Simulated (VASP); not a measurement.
# Mg3SeS2 (P6/mmm) in VASP: notebook

The runs below take Mg3SeS2 through single point, relaxation of cell and atoms, with PBE.

Program: VASP 6.6.1. These are calculated values, not measurements. Logs are shortened: lines on timing, memory, paths and dates and some standing lists are left out, and cuts for length are marked.

### 1 The cell of the first run

The structure is hexagonal, space group P6/mmm (No. 191). The conventional cell has a = 6.289 Å, b = 6.289 Å, c = 4.226 Å, α = 90.00°, β = 90.00°, γ = 120.00°. Within 2.4 Å of Mg (site symmetry mmm) lie 2 S at 1.82 Å. Se (site symmetry 6/mmm) has 12 Mg at 3.79 Å and 12 S at 4.20 Å and 2 Se at 4.23 Å within 5.0 Å. Within 2.4 Å of S (site symmetry -6m2) lie 3 Mg at 1.82 Å.

### 2 Single point, PBE

File INCAR:

```
SYSTEM = Mg3SeS2
PREC = Accurate
ENCUT = 520
EDIFF = 1E-6
ISMEAR = 0
SIGMA = 0.1
LREAL = .False.
LASPH = .True.
NELM = 60
ALGO = Normal
ISIF = 2
LWAVE = .False.
LCHARG = .True.
GGA = PE
LELF = .True.
LVHAR = .True.
NBANDS = 21
```

File KPOINTS:

```
regular mesh
0
Gamma
  3 3 4
  0 0 0
```

File POSCAR:

```
Mg3SeS2
1.0
    6.2890393300      0.0000000000      0.0000000000
   -3.1445196700      5.4464678300      0.0000000000
    0.0000000000      0.0000000000      4.2261736500
Mg Se S
3 1 2
Direct
    0.5000000000      0.0000000000      0.0000000000
    0.0000000000      0.5000000000      0.0000000000
    0.5000000000      0.5000000000      0.0000000000
    0.0000000000      0.0000000000      0.5000000000
    0.3333333300      0.6666666700      0.0000000000
    0.6666666700      0.3333333300      0.0000000000
```

Potentials or basis: VASP PAW PBE potentials, release 64 (Mg, Se, S).

Launch:

```console
$ cat potpaw_PBE.64/Mg/POTCAR potpaw_PBE.64/Se/POTCAR potpaw_PBE.64/S/POTCAR > POTCAR
$ mpirun -np 1 vasp_std > vasp.out
```

OUTCAR:

```text
SYSTEM = Mg3SeS2
   PREC = Accurate
   ENCUT = 520
   EDIFF = 1E-6
   ISMEAR = 0
   LREAL = .False.
   LASPH = .True.
   NELM = 60
   ISIF = 2
   GGA = PE

 ion  position               nearest neighbor table
   1  0.500  0.000  0.000-   5 1.82   6 1.82   2 3.14   2 3.14   3 3.14   3 3.14
   2  0.000  0.500  0.000-   5 1.82   6 1.82   3 3.14   3 3.14   1 3.14   1 3.14
   3  0.500  0.500  0.000-   5 1.82   6 1.82   2 3.14   2 3.14   1 3.14   1 3.14
   4  0.000  0.000  0.500-
   5  0.333  0.667  0.000-   2 1.82   1 1.82   3 1.82
   6  0.667  0.333  0.000-   2 1.82   1 1.82   3 1.82

  LATTYP: Found a hexagonal cell.
 ALAT       =     6.2890393300
 C/A-ratio  =     0.6719903356

  Lattice vectors:

 A1 = (   6.2890393300,   0.0000000000,   0.0000000000)
 A2 = (  -3.1445196700,   5.4464678300,   0.0000000000)
 A3 = (   0.0000000000,   0.0000000000,   4.2261736500)

Analysis of symmetry for initial positions (statically):
=====================================================================
 Subroutine PRICEL returns:
 Original cell was already a primitive cell.

 Routine SETGRP: Setting up the symmetry group for a
 hexagonal supercell.

 Subroutine GETGRP returns: Found 24 space group operations
 (whereof 24 operations were pure point group operations)
 out of a pool of 24 trial point group operations.

The static configuration has the point symmetry D_6h.

Analysis of symmetry for dynamics (positions and initial velocities):
=====================================================================
 Subroutine PRICEL returns:
 Original cell was already a primitive cell.

 Routine SETGRP: Setting up the symmetry group for a
 hexagonal supercell.

 Subroutine GETGRP returns: Found 24 space group operations
 (whereof 24 operations were pure point group operations)
 out of a pool of 24 trial point group operations.

The dynamic configuration has the point symmetry D_6h.

 Subroutine INISYM returns: Found 24 space group operations
 (whereof 24 operations are pure point group operations),
 and found     1 'primitive' translations

----------------------------------------------------------------------------------------

                                     Primitive cell

  volume of cell :     144.7593

  direct lattice vectors                    reciprocal lattice vectors
     6.289039330  0.000000000  0.000000000     0.159006797  0.091802617  0.000000000
    -3.144519670  5.446467830  0.000000000     0.000000000  0.183605234  0.000000000
     0.000000000  0.000000000  4.226173650     0.000000000  0.000000000  0.236620660

  length of vectors
     6.289039330  6.289039337  4.226173650     0.183605234  0.183605234  0.236620660

  position of ions in fractional coordinates (direct lattice)
     0.500000000  0.000000000  0.000000000
     0.000000000  0.500000000  0.000000000
     0.500000000  0.500000000  0.000000000
     0.000000000  0.000000000  0.500000000
     0.333333330  0.666666670  0.000000000
     0.666666670  0.333333330  0.000000000

  ion indices of the primitive-cell ions
   primitive index   ion index
                 1           1
                 2           2
                 3           3
                 4           4
                 5           5
                 6           6

----------------------------------------------------------------------------------------

 KPOINTS: regular mesh

Automatic generation of k-mesh.
 Grid dimensions read from file:
 generate k-points for:    3    3    4

 Generating k-lattice:

  Cartesian coordinates                     Fractional coordinates (reciprocal lattice)
     0.053002266  0.030600872  0.000000000     0.333333333 -0.000000000  0.000000000
     0.000000000  0.061201745  0.000000000     0.000000000  0.333333333  0.000000000
     0.000000000  0.000000000  0.059155165     0.000000000  0.000000000  0.250000000

  Length of vectors
     0.061201745  0.061201745  0.059155165

  Shift w.r.t. Gamma in fractional coordinates (k-lattice)
     0.000000000  0.000000000  0.000000000

 Subroutine IBZKPT returns following result:
 ===========================================

 Found      9 irreducible k-points:

 Following reciprocal coordinates:
            Coordinates               Weight
  0.000000  0.000000  0.000000      1.000000
  0.333333 -0.000000  0.000000      6.000000
  0.333333  0.333333  0.000000      2.000000
  0.000000  0.000000  0.250000      2.000000
  0.333333 -0.000000  0.250000     12.000000
  0.333333  0.333333  0.250000      4.000000
  0.000000  0.000000  0.500000      1.000000
  0.333333 -0.000000  0.500000      6.000000
  0.333333  0.333333  0.500000      2.000000
   k-points           NKPTS =      9   k-points in BZ     NKDIM =      9   number of bands    NBANDS=     21
   number of dos      NEDOS =    301   number of ions     NIONS =      6
   total plane-waves  NPLWV =  73728
   dimension x,y,z NGX =    48 NGY =   48 NGZ =   32
   dimension x,y,z NGXF=    96 NGYF=   96 NGZF=   64
   ions per type =               3   1   2
   NGX,Y,Z   is equivalent  to a cutoff of  12.69, 12.69, 12.59 a.u.
   NGXF,Y,Z  is equivalent  to a cutoff of  25.38, 25.38, 25.18 a.u.
 SYSTEM =  Mg3SeS2
   PREC   = accura    normal or accurate (medium, high low for compatibility)
   ISTART =      0    job   : 0-new  1-cont  2-samecut
   ICHARG =      2    charge: 1-file 2-atom 10-const
   ISPIN  =      1    spin polarized calculation?
   LNONCOLLINEAR =      F non collinear calculations
   LSORBIT =      F    spin-orbit coupling
   LASPH  =      T    aspherical Exc in radial PAW
   ENCUT  =  520.0 eV  38.22 Ry    6.18 a.u.  11.69 11.69  7.86*2*pi/ulx,y,z
   NELM   =     60;   NELMIN=  2; NELMDL= -5     # of ELM steps
   EDIFF  = 0.1E-05   stopping-criterion for ELM
   LREAL  =      F    real-space projection
   EDIFFG = 0.1E-04   stopping-criterion for IOM
   NSW    =      0    number of steps for IOM
   IBRION =     -1    ionic relax: 0-MD 1-quasi-New 2-CG
   NFREE  =      0    steps in history (QN), initial steepest desc. (CG)
   ISIF   =      2    stress and relaxation
   ISYM   =      2    0-nonsym 1-usesym 2-fastsym
   POTIM  = 0.5000    time-step for ionic-motion
   TEBEG  =    0.0;   TEEND  =   0.0 temperature during run
   PSTRESS=    0.0 pullay stress
   NELECT =      24.0000    total number of electrons
   NUPDOWN=      -1.0000    fix difference up-down
   EMIN   =  10.00;   EMAX   =-10.00  energy-range for DOS
   EFERMI =   0.00;   METHOD = LEGACY
   ISMEAR =     0;   SIGMA  =   0.10  broadening in eV -4-tet -1-fermi 0-gaus
   EFERMI_NEDOS =   21; number of points for ismear=-14 and -15
   IALGO  =     38    algorithm
   IMIX   =      4    mixing-type and parameters
     AMIX     =   0.40;   BMIX     =  1.00
     AMIX_MAG =   1.60;   BMIX_MAG =  1.00
  volume/ion in A,a.u.               =      24.13       162.81
  Fermi-wavevector in a.u.,A,eV,Ry     =   0.899352  1.699529 11.004855  0.808834
  Thomas-Fermi vector in A             =   2.022175
   LORBIT       =      0    0 simple, 1 ext, 2 COOP (PROOUT), +10 PAW based schemes
   GGA     = PE    functional components
   LHFCALC =     F    Hartree Fock is set to
   AEXX    =    0.0000 exact exchange contribution
   IVDW    =     0    specifies the selected vdW correction
   LEPSILON=     F    determine dielectric tensor
   LRPA    =     F    only Hartree local field effects (RPA)
 non-spin polarized calculation
 Gauss-broadening in eV      SIGMA  =   0.10
  energy-cutoff  :      520.00
  volume of cell :      144.76
 maximum number of plane-waves:      3952
 NGX is ok and might be reduce to    48
   NGX = 23   NGY = 23   NGZ = 15

 number of electron      23.9999999 magnetization

 Free energy of the ion-electron system (eV)
  ---------------------------------------------------
  ext. energy  EPLUGINS =         0.00000000
  ---------------------------------------------------
  free energy    TOTEN  =        -5.62142252 eV

  energy without entropy =       -5.62038067  energy(sigma->0) =       -5.62090159

 E-fermi :   3.2201     XC(G=0):  -8.1044

 val. band max:        3.1117650753   @ k =   0.0000   0.0000   0.0000
 cond. band min:       3.3264077873   @ k =   0.0000   0.0000   0.0000
 fundamental gap:      0.2146427120
 Fermi energy:         3.2201251092

 k-point     1 :       0.0000    0.0000    0.0000
  band No.  band energies     occupation
      1     -12.7226      2.00000
      2     -11.7252      2.00000
      3      -8.0234      2.00000
      4      -3.6505      2.00000
      5      -3.6505      2.00000
      6      -2.3515      2.00000
[... 13 lines left out ...]
     20       7.6792      0.00000
     21       8.2237      0.00000

 k-point     2 :       0.3333   -0.0000    0.0000
  band No.  band energies     occupation
      1     -12.5310      2.00000
      2     -11.9602      2.00000
      3      -8.0544      2.00000
      4      -3.8026      2.00000
      5      -3.3976      2.00000
      6      -2.4005      2.00000
[... 13 lines left out ...]
     20       8.1256      0.00000
     21       8.3476      0.00000

 k-point     3 :       0.3333    0.3333    0.0000
  band No.  band energies     occupation
      1     -12.2558      2.00000
      2     -12.2558      2.00000
      3      -8.0770      2.00000
      4      -3.7565      2.00000
      5      -2.9773      2.00000
      6      -2.9773      2.00000
[... 13 lines left out ...]
     20       8.1352      0.00000
     21       8.1352      0.00000
[... 97 lines left out ...]
 k-point     8 :       0.3333   -0.0000    0.5000
  band No.  band energies     occupation
      1     -12.4361      2.00000
      2     -11.8787      2.00000
      3      -7.8883      2.00000
      4      -3.5802      2.00000
      5      -3.2916      2.00000
      6      -2.6082      2.00000
[... 13 lines left out ...]
     20       8.6659      0.00000
     21       8.8318      0.00000

 k-point     9 :       0.3333    0.3333    0.5000
  band No.  band energies     occupation
      1     -12.1682      2.00000
      2     -12.1682      2.00000
      3      -7.8807      2.00000
      4      -3.7444      2.00000
      5      -2.7787      2.00000
      6      -2.7787      2.00000
[... 13 lines left out ...]
     20       7.4366      0.00000
     21       9.3141      0.00000

------------------------ aborting loop because EDIFF is reached ----------------------------------------

  FORCE on cell =-STRESS in cart. coord.  units (eV):
  Direction    XX          YY          ZZ          XY          YZ          ZX
  --------------------------------------------------------------------------------------
  -------------------------------------------------------------------------------------
  Total       66.0992937     66.0992938     -1.6020374     -0.0000001     -0.0000000      0.0000000
  in kB      731.5782911    731.5782924    -17.7311388     -0.0000007     -0.0000000      0.0000000
  external PRESSURE =     481.8084816 kB  Pullay stress =       0.0000000 kB

 VOLUME and BASIS-vectors are now :
 -----------------------------------------------------------------------------
  energy-cutoff  :      520.00
  volume of cell :      144.76
      direct lattice vectors                 reciprocal lattice vectors
     6.289039330  0.000000000  0.000000000     0.159006797  0.091802617  0.000000000
    -3.144519670  5.446467830  0.000000000     0.000000000  0.183605234  0.000000000
     0.000000000  0.000000000  4.226173650     0.000000000  0.000000000  0.236620660

 POSITION                                       TOTAL-FORCE (eV/Angst)
 -----------------------------------------------------------------------------------
      3.14452      0.00000      0.00000        -0.000000     -0.000000      0.000000
     -1.57226      2.72323      0.00000        -0.000000     -0.000000      0.000000
      1.57226      2.72323      0.00000        -0.000000     -0.000000      0.000000
      0.00000      0.00000      2.11309        -0.000000     -0.000000      0.000000
     -0.00000      3.63098      0.00000         0.000000     -0.000000      0.000000
      3.14452      1.81549      0.00000        -0.000000      0.000000      0.000000
 -----------------------------------------------------------------------------------
    total drift:                               -0.000000      0.000000     -0.000000

  FREE ENERGIE OF THE ION-ELECTRON SYSTEM (eV)
  ---------------------------------------------------
  free  energy   TOTEN  =        -5.6214225187 eV

  energy  without entropy=       -5.6203806699  energy(sigma->0) =       -5.62090159
```

It took 40 s on 1 thread of Intel Xeon Platinum 8175M at 2.50GHz (Skylake/Cascade Lake), shared host; peak memory 0.25 GiB.

What came out:

```yaml
Free_energy: -5.6214 eV
Pressure: 48.2 GPa
Band_gap_on_the_k_mesh: 0.21 eV, direct
```

Stress tensor (GPa, compression positive):
```
73.16  0.00  0.00
 0.00 73.16  0.00
 0.00  0.00 -1.77
```

### 3 Single point, PBE

This run uses another cell than the first one, of 33.92 Å³/atom, 1.406 times its volume.

File INCAR:

```
SYSTEM = Mg3SeS2
ALGO = Normal
EDIFF = 1E-6
ENCUT = 520
GGA = PE
ISIF = 2
ISMEAR = 0
LASPH = .True.
LCHARG = .False.
LREAL = .False.
LWAVE = .False.
NBANDS = 21
NELM = 100
PREC = Accurate
SIGMA = 0.1
```

File KPOINTS:

```
k-points
0
Gamma
  3 3 4
  0 0 0
```

File POSCAR:

```
Mg3SeS2
1.0
    7.8851776937      0.0000000036      0.0000000000
   -3.9425888500      6.8287641943      0.0000000000
    0.0000000000      0.0000000000      3.7795806513
Mg Se S
3 1 2
Direct
    0.5000000000      0.0000000000      0.0000000000
    0.0000000000      0.5000000000      0.0000000000
    0.5000000000      0.5000000000      0.0000000000
    0.0000000000      0.0000000000      0.5000000000
    0.3333333333      0.6666666667      0.0000000000
    0.6666666667      0.3333333333      0.0000000000
```

Potentials or basis: VASP PAW PBE potentials, release 64 (Mg, Se, S).

Launch:

```console
$ cat potpaw_PBE.64/Mg/POTCAR potpaw_PBE.64/Se/POTCAR potpaw_PBE.64/S/POTCAR > POTCAR
$ mpirun -np 1 vasp_std > vasp.out
```

OUTCAR:

```text
SYSTEM = Mg3SeS2
   EDIFF = 1E-6
   ENCUT = 520
   GGA = PE
   ISIF = 2
   ISMEAR = 0
   LASPH = .True.
   LREAL = .False.
   NELM = 100
   PREC = Accurate

 ion  position               nearest neighbor table
   1  0.500  0.000  0.000-   5 2.28   6 2.28
   2  0.000  0.500  0.000-   5 2.28   6 2.28
   3  0.500  0.500  0.000-   5 2.28   6 2.28
   4  0.000  0.000  0.500-
   5  0.333  0.667  0.000-   2 2.28   1 2.28   3 2.28
   6  0.667  0.333  0.000-   2 2.28   1 2.28   3 2.28

  LATTYP: Found a hexagonal cell.
 ALAT       =     7.8851776937
 C/A-ratio  =     0.4793272642

  Lattice vectors:

 A1 = (   7.8851776937,   0.0000000036,   0.0000000000)
 A2 = (  -3.9425888500,   6.8287641943,   0.0000000000)
 A3 = (   0.0000000000,   0.0000000000,   3.7795806513)

Analysis of symmetry for initial positions (statically):
=====================================================================
 Subroutine PRICEL returns:
 Original cell was already a primitive cell.

 Routine SETGRP: Setting up the symmetry group for a
 hexagonal supercell.
[... 161 lines left out ...]

 val. band max:        1.5621232656   @ k =   0.0000   0.0000   0.2500
 cond. band min:       1.7628957280   @ k =   0.3333   0.3333   0.0000
 fundamental gap:      0.2007724623
 Fermi energy:         1.6496791987

 k-point     1 :       0.0000    0.0000    0.0000
  band No.  band energies     occupation
      1     -12.6152      2.00000
      2     -12.3689      2.00000
      3      -9.8867      2.00000
      4      -4.3486      2.00000
      5      -4.3486      2.00000
      6      -3.3665      2.00000
[... 205 lines left out ...]
     20       4.9420      0.00000
     21       5.9435      0.00000

------------------------ aborting loop because EDIFF is reached ----------------------------------------

  FORCE on cell =-STRESS in cart. coord.  units (eV):
  Direction    XX          YY          ZZ          XY          YZ          ZX
  --------------------------------------------------------------------------------------
  -------------------------------------------------------------------------------------
  Total        0.0022146      0.0022146      0.0343438     -0.0000000      0.0000000      0.0000000
  in kB        0.0174342      0.0174342      0.2703723     -0.0000000      0.0000000      0.0000000
  external PRESSURE =       0.1017469 kB  Pullay stress =       0.0000000 kB

 VOLUME and BASIS-vectors are now :
 -----------------------------------------------------------------------------
  energy-cutoff  :      520.00
  volume of cell :      203.52
      direct lattice vectors                 reciprocal lattice vectors
     7.885177694  0.000000004  0.000000000     0.126820224  0.073219690  0.000000000
    -3.942588850  6.828764194  0.000000000    -0.000000000  0.146439381  0.000000000
     0.000000000  0.000000000  3.779580651     0.000000000  0.000000000  0.264579617

 POSITION                                       TOTAL-FORCE (eV/Angst)
 -----------------------------------------------------------------------------------
      3.94259      0.00000      0.00000         0.000000      0.000000     -0.000000
     -1.97129      3.41438      0.00000         0.000000      0.000000     -0.000000
      1.97129      3.41438      0.00000         0.000000      0.000000     -0.000000
      0.00000      0.00000      1.88979         0.000000      0.000000     -0.000000
     -0.00000      4.55251      0.00000        -0.000000      0.000000      0.000000
      3.94259      2.27625      0.00000        -0.000000     -0.000000     -0.000000
 -----------------------------------------------------------------------------------
    total drift:                                0.000000      0.000000     -0.000000

  FREE ENERGIE OF THE ION-ELECTRON SYSTEM (eV)
  ---------------------------------------------------
  free  energy   TOTEN  =       -17.7608935676 eV

  energy  without entropy=      -17.7576473663  energy(sigma->0) =      -17.75927047
```

Run time: 48 s. Hardware: 1 thread of Intel Xeon Platinum 8175M at 2.50GHz (Skylake/Cascade Lake), shared host; peak memory 0.31 GiB.

Results:

```yaml
Free_energy: -17.7609 eV
Pressure: 0.0 GPa
Band_gap_on_the_k_mesh: zero (band 12 reaches 1.76 eV, above the bottom of band 13 at 1.56 eV)
```

Levels at points of the mesh, in eV from the Fermi level:
| k point | band 9 | band 10 | band 11 | band 12 | band 13 | band 14 | band 15 | band 16 |
| --- | --- | --- | --- | --- | --- | --- | --- | --- |
| (0.00, 0.00, 0.00) | -2.58 | -1.64 | -1.64 | -1.46 | 0.42 | 1.25 | 1.25 | 2.45 |
| (0.00, 0.00, 0.50) | -4.38 | -2.18 | -0.97 | -0.97 | 0.36 | 0.36 | 1.31 | 2.19 |

Caveat: the k points lie up to 0.42 Å⁻¹ apart.

(Part 1 of 2 ends here.)
